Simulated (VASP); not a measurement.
Set up this calculation in VASP 6.6.1, as the native input.

```yaml
Task: single point
Functional: PBE
Potentials_or_basis: VASP PAW PBE potentials, release 64 (Sn_d, C)
Cutoff: 520 eV
k_mesh: 3 × 3 × 6
Occupations: gaussian, width 0.1 eV
Spin: no spin polarisation
Dipole_correction: no
Further_INCAR_settings: ALGO = Normal; EDIFF = 1e-06; NBANDS = 56
```

The structure of Sn3C lies in POSCAR:

```
Sn3C
1.0
    9.3213205300      0.0000000000      0.0000000000
   -4.6606602700      8.0725003800      0.0000000000
    0.0000000000      0.0000000000      3.3424117400
Sn C
6 2
Direct
    0.2134685400      0.4269370700      0.2500000000
    0.5730629300      0.7865314600      0.2500000000
    0.2134685400      0.7865314600      0.2500000000
    0.7865314600      0.5730629300      0.7500000000
    0.4269370700      0.2134685400      0.7500000000
    0.7865314600      0.2134685400      0.7500000000
    0.3333333300      0.6666666700      0.7500000000
    0.6666666700      0.3333333300      0.2500000000
```

The cell was generated, and may not be a known phase.

The input as run:

INCAR

```
ALGO = Normal ; EDIFF = 1E-6
ENCUT = 520 ; GGA = PE
ISIF = 2 ; ISMEAR = 0
LASPH = True ; LCHARG = False
LREAL = False ; LWAVE = False
NBANDS = 56 ; NELM = 60
PREC = Accurate ; SIGMA = 0.1
```

KPOINTS

```
k-points
0
Gamma
  3 3 6
```

Potentials or basis: VASP PAW PBE potentials, release 64 (Sn_d, C).

The run is started by

```sh
$ cat potpaw_PBE.64/Sn_d/POTCAR potpaw_PBE.64/C/POTCAR > POTCAR
$ mpirun -np 1 vasp_std > vasp.out
```

Results of the run:

* Pressure: -6.0 GPa
* Largest force: 0.851 eV/Å
* Band gap on the k mesh: zero (bands 46 and 47 overlap by 1.40 eV)

Caveat: the cell stands under tension; spin-orbit coupling is left out, which moves the levels of the heavy elements.

Run time: 3.2 min on 1 thread of Intel(R) Xeon(R) Platinum 8488C (Sapphire Rapids), with other jobs on the host, peak memory 0.43 GiB.
